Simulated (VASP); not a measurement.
Set up this calculation in VASP 6.6.1, as the native input.

```yaml
Task: single point
Functional: RPBE
Potentials_or_basis: VASP PAW PBE potentials, release 64 (Te)
Cutoff: 520 eV
k_mesh: 10 × 10 × 8
Occupations: fermi-dirac, width 0.1 eV
Spin: no spin polarisation
Dipole_correction: no
Further_INCAR_settings: ALGO = Normal; EDIFF = 1e-06; NBANDS = 13
```

The structure of Te lies in POSCAR:

```
Te
1.0
    4.2429512162      0.0000000000      0.0000000000
   -2.1214756081      3.6745035403      0.0000000000
    0.0000000000      0.0000000000      4.5210566921
Te
2
Direct
    0.3333333333      0.6666666667      0.2500000000
    0.6666666667      0.3333333333      0.7500000000
```

This isn't the form of Te at room conditions, which is trigonal, of chains.

These files were run (other wordings do the same):

INCAR

```
SYSTEM = Te
PREC = Accurate ; ENCUT = 520
EDIFF = 1E-6 ; ISMEAR = -1
SIGMA = 0.1 ; LREAL = .FALSE.
LASPH = .TRUE. ; NELM = 60
ALGO = Normal ; ISIF = 2
LWAVE = .FALSE. ; LCHARG = .FALSE.
GGA = RP ; NBANDS = 13
```

KPOINTS

```
Automatic mesh
0
G
  10 10 8
  0 0 0
```

Potentials or basis: VASP PAW PBE potentials, release 64 (Te).

Launch:

```console
$ cat potpaw_PBE.64/Te/POTCAR > POTCAR
$ mpirun -np 1 vasp_std > vasp.out
```

Results of the run:

```json
{
 "Pressure": "-2.9 GPa",
 "Band gap on the k mesh": "zero (bands 6 and 7 overlap by 1.72 eV)"
}
```

Caveat: the PAW data sets were made with another functional, which shifts forces and pressure a little; spin-orbit coupling is left out, which moves the levels of the heavy elements.

Run time: 33 s on 1 thread of Intel(R) Xeon(R) Platinum 8375C CPU @ 2.90GHz (Ice Lake), on a shared host, peak memory 0.2 GiB.
